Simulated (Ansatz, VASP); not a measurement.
Two plane-wave programs on LiGeBr2

INCAR

```
SYSTEM = LiGeBr2
PREC = Accurate
ENCUT = 600
EDIFF = 1E-6
ISMEAR = 0
SIGMA = 0.1
LREAL = .False.
LASPH = .True.
NELM = 60
ALGO = Normal
ISIF = 3
LWAVE = .False.
LCHARG = .False.
GGA = PE
IBRION = 2
NSW = 90
EDIFFG = -0.04
```

File KPOINTS:

```
regular mesh
0
Gamma
  6 6 4
  0 0 0
```

POSCAR

```
LiGeBr2
1.0
    3.5909089600      0.0000000000      0.0000000000
   -1.7954544800      3.1098183800      0.0000000000
    0.0000000000      0.0000000000      5.0287863700
Li Ge Br
1 1 2
Direct
    0.0000000000      0.0000000000      0.5000000000
    0.0000000000      0.0000000000      0.0000000000
    0.6666666700      0.3333333300      0.2812593500
    0.3333333300      0.6666666700      0.7187406500
```

Input for Ansatz:

```yaml
crystal:
  lattice:
    - [3.59090896, 0.0, 0.0]
    - [-1.79545448, 3.10981838, 0.0]
    - [0.0, 0.0, 5.02878637]
  atoms:
    - { symbol: Li, position: [0.0, 0.0, 0.5] }
    - { symbol: Ge, position: [0.0, 0.0, 0.0] }
    - { symbol: Br, position: [0.66666667, 0.33333333, 0.28125935] }
    - { symbol: Br, position: [0.33333333, 0.66666667, 0.71874065] }
basis:
  ecutwfc: 420
kpoints:
  mp_grid: { grid: [6, 6, 4] }
hamiltonian:
  xc: pbe
scf:
  occupations: { method: gaussian, width: 0.1 }
  lower_state_search: "off"
output:
  forces: true
  stress: true
  eigenvalues: true
relax:
  adjacent_minimum: "off"
  f_tol: 0.04
  max_steps: 70
  cell: { stress_tol: 0.4 }
```

Alike in both runs: task relaxation of cell and atoms; functional PBE; k mesh 6 × 6 × 4; occupations gaussian, width 0.1 eV; no spin polarisation.

|  | VASP | Ansatz |
| --- | --- | --- |
| version | VASP 6.6.1 | Ansatz 0.2.0 |
| potentials or method | VASP PAW PBE potentials, release 64 (Li_sv, Ge_d, Br), cutoff 600 eV | scalar-relativistic, plane waves, PAW |
| valence electrons in the cell | 31 | 31 |

```tsv
	VASP	Ansatz	Ansatz less VASP
gap on the k mesh at the Fermi level, each at its own relaxed structure (eV)	none	none	-
relaxed volume (Å³/atom)	25.65	26.09	+0.440
relaxed length of the cell vector where the two differ most in proportion (Å)	4.494	4.542	+0.0478
```

A gap of «none» marks a metal or a gap that the smearing closes.

Noted on VASP's run: the cutoff is under 1.25 times that of the potentials, so the pressure is a little rough; the volume moved by over 15 % at a fixed basis, so the end points are rough.
